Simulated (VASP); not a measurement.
# H2Se (P-3m1) in VASP: relaxation of cell and atoms with PBE+D3(BJ)

Aim: the relaxation of cell and atoms of H2Se with PBE+D3(BJ).

Program: VASP 6.6.1. These are calculated values, not measurements. Logs are shortened: lines on timing, memory, paths and dates and some standing lists are left out, and cuts for length are marked.

### 1 The cell of the first run

It takes space group P-3m1 (No. 164, trigonal). Conventional cell: a = 3.241 Å, b = 3.241 Å, c = 3.892 Å, α = 90.00°, β = 90.00°, γ = 120.00°. H (site symmetry 3m) has 3 Se at 1.96 Å and 3 H at 2.20 Å within 2.6 Å. Within 2.6 Å of Se (site symmetry -3m) lie 6 H at 1.96 Å.

The cell was built from a structure type or drawn by symmetry, and may not be a known phase.

### 2 Relaxation of cell and atoms, PBE+D3(BJ)

INCAR

```
SYSTEM = H2Se
PREC = Accurate
ENCUT = 600
EDIFF = 1E-6
ISMEAR = 0
SIGMA = 0.1
LREAL = .False.
LASPH = .True.
NELM = 80
ALGO = Normal
ISIF = 3
LWAVE = .False.
LCHARG = .False.
GGA = PE
IVDW = 12
IBRION = 2
NSW = 100
EDIFFG = -0.01
```

KPOINTS

```
Automatic mesh
0
Gamma
  18 18 12
  0 0 0
```

POSCAR

```
H2Se
1.0
    3.2405730972      0.0000000000      0.0000000000
   -1.6202865486      2.8064186250      0.0000000000
    0.0000000000      0.0000000000      3.8920177746
H Se
2 1
Direct
    0.3333333333      0.6666666667      0.1487662091
    0.6666666667      0.3333333333      0.8512337909
    0.0000000000      0.0000000000      0.0000000000
```

Potentials or basis: VASP PAW PBE potentials, release 64 (H, Se).

The run is started by

```console
cat potpaw_PBE.64/H/POTCAR potpaw_PBE.64/Se/POTCAR > POTCAR
mpirun -np 1 vasp_std > vasp.out
```

OUTCAR:

```text
SYSTEM = H2Se
   PREC = Accurate
   ENCUT = 600
   EDIFF = 1E-6
   ISMEAR = 0
   LREAL = .False.
   LASPH = .True.
   NELM = 80
   ISIF = 3
   GGA = PE
   IVDW = 12
   IBRION = 2
   NSW = 100
   EDIFFG = -0.01
 IVDW          = 12

 ion  position               nearest neighbor table
   1  0.333  0.667  0.149-
   2  0.667  0.333  0.851-
   3  0.000  0.000  0.000-

  LATTYP: Found a hexagonal cell.
 ALAT       =     3.2405730972
 C/A-ratio  =     1.2010276139

  Lattice vectors:

 A1 = (   3.2405730972,   0.0000000000,   0.0000000000)
 A2 = (  -1.6202865486,   2.8064186250,   0.0000000000)
 A3 = (   0.0000000000,   0.0000000000,   3.8920177746)

Analysis of symmetry for initial positions (statically):
=====================================================================
 Subroutine PRICEL returns:
 Original cell was already a primitive cell.

 Routine SETGRP: Setting up the symmetry group for a
 hexagonal supercell.

 Subroutine GETGRP returns: Found 12 space group operations
 (whereof 12 operations were pure point group operations)
 out of a pool of 24 trial point group operations.

The static configuration has the point symmetry D_3d.

Analysis of symmetry for dynamics (positions and initial velocities):
=====================================================================
 Subroutine PRICEL returns:
 Original cell was already a primitive cell.

 Routine SETGRP: Setting up the symmetry group for a
 hexagonal supercell.

 Subroutine GETGRP returns: Found 12 space group operations
 (whereof 12 operations were pure point group operations)
 out of a pool of 24 trial point group operations.

The dynamic configuration has the point symmetry D_3d.

 Subroutine INISYM returns: Found 12 space group operations
 (whereof 12 operations are pure point group operations),
 and found     1 'primitive' translations

----------------------------------------------------------------------------------------

                                     Primitive cell

  volume of cell :      35.3956

  direct lattice vectors                    reciprocal lattice vectors
     3.240573097  0.000000000  0.000000000     0.308587392  0.178163014  0.000000000
    -1.620286549  2.806418625  0.000000000     0.000000000  0.356326027  0.000000000
     0.000000000  0.000000000  3.892017775     0.000000000  0.000000000  0.256936134

  length of vectors
     3.240573097  3.240573097  3.892017775     0.356326027  0.356326027  0.256936134

  position of ions in fractional coordinates (direct lattice)
     0.333333333  0.666666667  0.148766209
     0.666666667  0.333333333  0.851233791
[... 70 lines left out ...]
   PREC   = accura    normal or accurate (medium, high low for compatibility)
   ISTART =      0    job   : 0-new  1-cont  2-samecut
   ICHARG =      2    charge: 1-file 2-atom 10-const
   ISPIN  =      1    spin polarized calculation?
   LNONCOLLINEAR =      F non collinear calculations
   LSORBIT =      F    spin-orbit coupling
   LASPH  =      T    aspherical Exc in radial PAW
   ENCUT  =  600.0 eV  44.10 Ry    6.64 a.u.   6.47  6.47  7.77*2*pi/ulx,y,z
   NELM   =     80;   NELMIN=  2; NELMDL= -5     # of ELM steps
   EDIFF  = 0.1E-05   stopping-criterion for ELM
   LREAL  =      F    real-space projection
   EDIFFG = -.1E-01   stopping-criterion for IOM
   NSW    =    100    number of steps for IOM
   IBRION =      2    ionic relax: 0-MD 1-quasi-New 2-CG
   NFREE  =      1    steps in history (QN), initial steepest desc. (CG)
   ISIF   =      3    stress and relaxation
   ISYM   =      2    0-nonsym 1-usesym 2-fastsym
   POTIM  = 0.5000    time-step for ionic-motion
   TEBEG  =    0.0;   TEEND  =   0.0 temperature during run
   PSTRESS=    0.0 pullay stress
   NELECT =       8.0000    total number of electrons
   NUPDOWN=      -1.0000    fix difference up-down
   EMIN   =  10.00;   EMAX   =-10.00  energy-range for DOS
   EFERMI =   0.00;   METHOD = LEGACY
   ISMEAR =     0;   SIGMA  =   0.10  broadening in eV -4-tet -1-fermi 0-gaus
   EFERMI_NEDOS =   21; number of points for ismear=-14 and -15
   IALGO  =     38    algorithm
   IMIX   =      4    mixing-type and parameters
     AMIX     =   0.40;   BMIX     =  1.00
     AMIX_MAG =   1.60;   BMIX_MAG =  1.00
  volume/ion in A,a.u.               =      11.80        79.62
  Fermi-wavevector in a.u.,A,eV,Ry     =   0.997214  1.884462 13.530126  0.994436
  Thomas-Fermi vector in A             =   2.129355
   LORBIT       =      0    0 simple, 1 ext, 2 COOP (PROOUT), +10 PAW based schemes
   GGA     = PE    functional components
   LHFCALC =     F    Hartree Fock is set to
   AEXX    =    0.0000 exact exchange contribution
   IVDW    =    12    specifies the selected vdW correction
   LEPSILON=     F    determine dielectric tensor
   LRPA    =     F    only Hartree local field effects (RPA)
 conjugate gradient relaxation of ions
 non-spin polarized calculation
 Gauss-broadening in eV      SIGMA  =   0.10
  energy-cutoff  :      600.00
  volume of cell :       35.40
 maximum number of plane-waves:      1204
 NGX is ok and might be reduce to    28
   NGX = 13   NGY = 13   NGZ = 15

--------------------------------------- Ionic step        1  -------------------------------------------

 number of electron       8.0000001 magnetization

 Free energy of the ion-electron system (eV)
  ---------------------------------------------------
  ext. energy  EPLUGINS =         0.00000000
  ---------------------------------------------------
  free energy    TOTEN  =        -8.26813203 eV

  energy without entropy =       -8.26511918  energy(sigma->0) =       -8.26662560

------------------------ aborting loop because EDIFF is reached ----------------------------------------

 Edisp (eV)   -0.42489

 E8    (eV) :    -0.1468
[... 319 lines left out ...]
--------------------------------------- Ionic step        9  -------------------------------------------

 number of electron       8.0000000 magnetization

 Free energy of the ion-electron system (eV)
  ---------------------------------------------------
  ext. energy  EPLUGINS =         0.00000000
  ---------------------------------------------------
  free energy    TOTEN  =        -8.27649625 eV

  energy without entropy =       -8.27317982  energy(sigma->0) =       -8.27483804

 E-fermi :   2.1886     XC(G=0):  -8.7907

 val. band max:        2.1805886320   @ k =  -0.0556   0.4444   0.3333
 cond. band min:       2.1973710496   @ k =   0.1111   0.0556   0.0833
 fundamental gap:      0.0167824176
 Fermi energy:         2.1885928313

 k-point     1 :       0.0000    0.0000    0.0000
  band No.  band energies     occupation
      1     -13.3432      2.00000
      2      -1.8129      2.00000
      3       2.8425      0.00000
      4       2.8425      0.00000
      5       3.5488      0.00000
      6       5.9573      0.00000
      7       6.0890      0.00000
      8      11.3361      0.00000
[... 243 lines left out ...]
 k-point    24 :       0.3889    0.1111    0.0000
  band No.  band energies     occupation
      1     -10.7478      2.00000
      2      -6.0150      2.00000
      3      -1.5341      2.00000
      4       1.3480      2.00000
      5       3.2549      0.00000
      6       9.1537      0.00000
      7       9.7876      0.00000
      8       9.9120      0.00000

 [... further k-points ...]

------------------------ aborting loop because EDIFF is reached ----------------------------------------

 Edisp (eV)   -0.41834

 E8    (eV) :    -0.1445
[... 26 lines left out ...]
  FREE ENERGIE OF THE ION-ELECTRON SYSTEM (eV)
  ---------------------------------------------------
  free  energy   TOTEN  =        -8.6948404369 eV

  energy  without entropy=       -8.6915240116  energy(sigma->0) =       -8.69318222

 reached required accuracy - stopping structural energy minimisation
```

OSZICAR:

```text
N       E                     dE             d eps       ncg     rms          rms(c)
DAV:   1     0.147224046700E+02    0.14722E+02   -0.39740E+03  6312   0.938E+02
DAV:   2    -0.771219558617E+01   -0.22435E+02   -0.21795E+02  9096   0.102E+02
[... 53 lines left out ...]
   8 F= -.86947706E+01 E0= -.86931229E+01  d E =-.382383E-04
       N       E                     dE             d eps       ncg     rms          rms(c)
DAV:   1    -0.827718760062E+01   -0.26358E-02   -0.29305E-02  6368   0.113E+00    0.993E-02
DAV:   2    -0.827666841850E+01    0.51918E-03   -0.93182E-04  7160   0.200E-01    0.476E-02
DAV:   3    -0.827650044536E+01    0.16797E-03   -0.59726E-04  7048   0.134E-01    0.188E-02
DAV:   4    -0.827649612614E+01    0.43192E-05   -0.27300E-05  7608   0.318E-02    0.588E-03
DAV:   5    -0.827649624880E+01   -0.12266E-06   -0.30725E-06  7448   0.119E-02
   9 F= -.86948404E+01 E0= -.86931822E+01  d E =-.108110E-03
```

CONTCAR:

```text
H2Se
   1.00000000000000
     3.2593816702406011    0.0000000000000000    0.0000000000000000
    -1.6296908351203006    2.8227073270621728    0.0000000000000001
    -0.0000000000000000   -0.0000000000000001    3.9053798140615670
  H               Se
     2     1
Direct
     0.3333333332999970    0.6666666667000030    0.1448190440691945
     0.6666666667000030    0.3333333332999970    0.8551809559308055
     0.0000000000000000    0.0000000000000000    0.0000000000000000

  0.00000000E+00  0.00000000E+00  0.00000000E+00
  0.00000000E+00  0.00000000E+00  0.00000000E+00
  0.00000000E+00  0.00000000E+00  0.00000000E+00
```

Run time: 3.4 min. Hardware: 1 thread of Intel Xeon 6975P-C (Granite Rapids), shared host; peak memory 0.31 GiB.

Results:

| Property | Result |
| --- | --- |
| Free energy | -8.6948 eV |
| Relaxed volume | 11.98 Å³/atom |
| Relaxed cell | a = 3.259 Å, b = 3.259 Å, c = 3.905 Å, α = 90.00°, β = 90.00°, γ = 120.00° |
| Space group after relaxing (to 0.1 Å) | P-3m1 (No. 164) |
| Energy gained by relaxing | 0.6 meV/atom |
| Ionic steps | 9 |
| Pressure after relaxing | 0.0 GPa |
| Band gap on the k mesh | zero (bands 4 and 5 overlap by 1.92 eV) |
| Dispersion energy per atom | -0.139 eV |

The path:
```
step  energy change (eV)  largest force (eV/Å)  pressure (GPa)  volume (Å³)
   1              0.0000                0.0244            0.76        35.40
   2             -0.0013                0.0329            0.11        35.68
   3             -0.0013                0.0349           -0.04        35.76
   4             -0.0015                0.0291           -0.04        35.75
   5             -0.0017                0.0119            0.02        35.75
   6             -0.0015                0.0221            0.12        35.75
   7             -0.0017                0.0016            0.06        35.75
   8             -0.0018                0.0013            0.05        35.80
   9             -0.0018                0.0005            0.00        35.93
```

Final structure:
```xyz
3
Lattice="3.2594 0.0000 0.0000 -1.6297 2.8227 0.0000 0.0000 0.0000 3.9054" Properties=species:S:1:pos:R:3 pbc="T T T"
H     0.0000    1.8818    0.5656
H     1.6297    0.9409    3.3398
Se    0.0000    0.0000    0.0000
```
